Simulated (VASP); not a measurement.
A run of VASP 6.6.1 is set up as follows.

The input POSCAR:

```
PbSe
1.0
    0.0000000000      3.0606500000      3.0606500000
    3.0606500000      0.0000000000      3.0606500000
    3.0606500000      3.0606500000      0.0000000000
Pb Se
1 1
Direct
    0.0000000000      0.0000000000      0.0000000000
    0.5000000000      0.5000000000      0.5000000000
```

INCAR.step1

```
SYSTEM = PbSe
  ALGO = Normal
  EDIFF = 1E-5
  ENCUT = 520
  GGA = PE
  ISIF = 2
  ISMEAR = -1
  LASPH = .TRUE.
  LCHARG = .FALSE.
  LREAL = .FALSE.
  LWAVE = .TRUE.
  NBANDS = 17
  NELM = 100
  PREC = Accurate
  SIGMA = 0.05
```

The input INCAR.step2:

```
SYSTEM = PbSe
  AEXX = 0.15
  ALGO = Normal
  EDIFF = 1E-6
  ENCUT = 520
  ISIF = 2
  ISMEAR = -1
  ISTART = 1
  LASPH = .TRUE.
  LCHARG = .FALSE.
  LHFCALC = .TRUE.
  LMIXTAU = .TRUE.
  LREAL = .FALSE.
  LWAVE = .FALSE.
  METAGGA = R2SCAN
  NBANDS = 17
  NELM = 100
  PREC = Accurate
  PRECFOCK = Normal
  SIGMA = 0.05
```

File KPOINTS:

```
k-points
0
G
  4 4 4
  0 0 0
```

Potentials or basis: VASP PAW PBE potentials, release 64 (Pb_d, Se).

Launch:

```console
$ cat potpaw_PBE.64/Pb_d/POTCAR potpaw_PBE.64/Se/POTCAR > POTCAR
$ cp INCAR.step1 INCAR
$ mpirun -np 1 vasp_std > vasp.out
$ cp INCAR.step2 INCAR
$ mpirun -np 1 vasp_std > vasp.out
```

Task: Predict the band gap on the k mesh.

Result: 1.17 eV.

Task: What does it give for the pressure?

Result: 1.1 GPa.

Caveat: the k points lie up to 0.44 Å⁻¹ apart; the PAW data sets were made with another functional, which shifts forces and pressure a little; spin-orbit coupling is left out, which moves the levels of the heavy elements. A k mesh can miss the band edges.
